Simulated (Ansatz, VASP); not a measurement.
# Rh: VASP beside Ansatz

```
CELL_PARAMETERS angstrom
0.00000 2.64786 2.64786
2.64786 0.00000 2.64786
2.64786 2.64786 0.00000
ATOMIC_POSITIONS crystal
Rh 0.12500 0.12500 0.12500
Rh 0.87500 0.87500 0.87500
```

Alike in both runs: task relaxation of cell and atoms; functional LDA; k mesh 10 × 10 × 10; occupations fermi-dirac, width 0.1 eV; no spin polarisation.

|  | VASP | Ansatz |
| --- | --- | --- |
| version | VASP 6.6.1 | Ansatz 0.2.0 |
| potentials or method | VASP PAW LDA potentials, release 64 (Rh_sv_GW), cutoff 620 eV | plane waves (420 eV) with PAW, scalar-relativistic |
| valence electrons in the cell | 34 | 34 |

```tsv
	VASP	Ansatz	Ansatz less VASP
relaxed volume (Å³/atom)	19.60	19.60	-0.004
relaxed length of the cell vector where the two differ most in proportion (Å)	3.813	3.813	-0.0002
```

Ansatz warns that its potentials were made for another functional, while VASP's fit it. LDA's correlation is that of Perdew and Zunger in VASP and of Perdew and Wang (1992) in Ansatz.
